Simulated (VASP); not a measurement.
**KF: G0W0 quasiparticle levels with PBE**

Crystal: KF.

```
K F
1.0
     0.00000    2.93540    2.93540
     2.93540    0.00000    2.93540
     2.93540    2.93540    0.00000
K F
1 1
Direct
  0.00000 0.00000 0.00000
  0.25000 0.25000 0.25000
```

* Program: VASP 6.6.1
* Task: G0W0 quasiparticle levels
* Functional: PBE
* Potentials or basis: VASP PAW PBE potentials, release 64 (K_sv_GW, F_GW)
* Cutoff: 500 eV
* k mesh: 4 × 4 × 4
* Occupations: gaussian, width 0.01 eV
* Spin: no spin polarisation
* Dipole correction: no
* GW scheme: G0W0
* GW iterations: 1
* Cutoff of the response function: 80
* Frequency points: 96
* Empty bands: 82
* Further INCAR settings: ALGO = EVGW0; EDIFF = 1e-08; NBANDS = 90

The quasiparticle gap is 8.69 eV, the least direct quasiparticle gap is 8.90 eV and the band gap of the starting levels on the mesh is 5.17 eV. The least direct gap of the starting levels on the mesh is 5.38 eV.

It took 2.4 min on 1 thread of Intel(R) Xeon(R) Platinum 8488C (Sapphire Rapids) (shared host), peak memory 0.47 GiB.

Caveat: the k points lie up to 0.46 Å⁻¹ apart; bands, screening cutoff and mesh are small and nothing is extrapolated, so the quasiparticle values aren't converged; the structure was generated, so it needn't be the stable form of KF.
